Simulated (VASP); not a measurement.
Runs of VASP 6.6.1 on KBr. The structure is cubic, space group Pm-3m (No. 221). The conventional cell has a = 3.976 Å, b = 3.976 Å, c = 3.976 Å, α = 90.00°, β = 90.00°, γ = 90.00°. Within 4.5 Å of K (site symmetry m-3m) lie 8 Br at 3.44 Å and 6 K at 3.98 Å. Br (site symmetry m-3m) has 8 K at 3.44 Å and 6 Br at 3.98 Å within 4.5 Å. 

```tsv
level	potentials or basis	k mesh	grid for exact exchange (PRECFOCK)	screening parameter	gap on the mesh (eV)	pressure (GPa)
r2SCAN	VASP PAW PBE potentials, release 64 (K_sv, Br)	6 × 6 × 6	-	-	4.77	0.0
LDA	VASP PAW LDA potentials, release 64 (K_sv, Br)	4 × 4 × 4	-	-	(b)	-2.0
HSE06	VASP PAW PBE potentials, release 64 (K_sv, Br)	4 × 4 × 4	Normal	0.2079 1/Å	(a)	0.5
r2SCAN	VASP PAW PBE potentials, release 64 (K_sv, Br)	4 × 4 × 4	-	-	4.77	0.0
PBE	VASP PAW PBE potentials, release 64 (K_sv, Br)	4 × 4 × 4	-	-	4.02	0.9
```

Alike in all rows: task single point; no spin polarisation; cell as given; cutoff (eV) 520; smearing gaussian 0.01 eV.

Task: Fill in the values left out.

Result: (a) 5.19; (b) 3.63.

Caveats: the PAW data sets were made with another functional, which shifts forces and pressure a little (some runs).

A k mesh can miss the band edges, and the runs leave out spin-orbit coupling on Br.
